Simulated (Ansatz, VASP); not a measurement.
TaTe: VASP beside Ansatz

```
Ta Te
1.0
     0.00000    2.84795    2.84795
     2.84795    0.00000    2.84795
     2.84795    2.84795    0.00000
Ta Te
1 1
Direct
  0.50000 0.50000 0.50000
  0.00000 0.00000 0.00000
```

Alike in both runs: task single point; functional PBE; k mesh 10 × 10 × 10; occupations gaussian, width 0.05 eV; collinear spin.

|  | VASP | Ansatz |
| --- | --- | --- |
| version | VASP 6.6.1 | Ansatz 0.2.0 |
| potentials or method | VASP PAW PBE potentials, release 64 (Ta_pv, Te), cutoff 520 eV | scalar-relativistic, plane waves, PAW |
| valence electrons in the cell | 17 | 29 |

|  | VASP | Ansatz | Ansatz less VASP |
| --- | --- | --- | --- |
| gap on the k mesh at the Fermi level (eV) | none | none | - |
| pressure (GPa) | 0.0 | 0.0 | -0.05 |
| net moment per atom (μB) | 0.08 | 0.09 | +0.003 |
| size of the moment on the site where the two differ most (μB) | 0.12 | 0.12 | -0.002 |

Site moments also hang on the region over which each program counts them. A gap of «none» marks a metal or a gap that the smearing closes. With one functional, cell and mesh, what is left measures potentials, basis and numerics. VASP's potentials hold 17 valence electrons a cell and Ansatz's 29, so a difference there can come from the potentials and not from the codes.

Neither program's run includes spin-orbit coupling.
